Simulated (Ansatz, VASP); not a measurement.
One calculation of CoSi2, two programs

```
CELL_PARAMETERS angstrom
0.00000 2.61759 2.80534
2.61759 0.00000 2.80534
2.61759 2.61759 0.00000
ATOMIC_POSITIONS crystal
Co 0.00000 0.00000 0.00000
Si 0.21940 0.21940 0.28060
Si 0.78060 0.78060 0.71940
```

Change from the starting cell: mode 6 frozen in at -0.164 Å, strain +e along z and -e/2 along x and y +0.0467.

Alike in both runs: task single point; functional PBE; k mesh 12 × 12 × 12; occupations gaussian, width 0.15 eV; no spin polarisation.

|  | VASP | Ansatz |
| --- | --- | --- |
| version | VASP 6.6.1 | Ansatz 0.2.0 |
| potentials or method | VASP PAW PBE potentials, release 64 (Co, Si), cutoff 520 eV | scalar-relativistic, plane waves, PAW |
| valence electrons in the cell | 17 | 25 |

```tsv
	VASP	Ansatz	Ansatz less VASP
gap on the k mesh at the Fermi level (eV)	none	none	-
pressure (GPa)	4.2	4.4	+0.20
traceless stress, the component that is largest in VASP (GPa)	13.33	13.35	+0.026
rms of the force components (eV/Å)	0.841	0.844	+0.0028
```

Atom by atom the forces differ by 0.003 eV/Å (rms over components). A gap of «none» marks a metal or a gap that the smearing closes. VASP's potentials hold 17 valence electrons a cell and Ansatz's 25, so a difference there can come from the potentials and not from the codes.
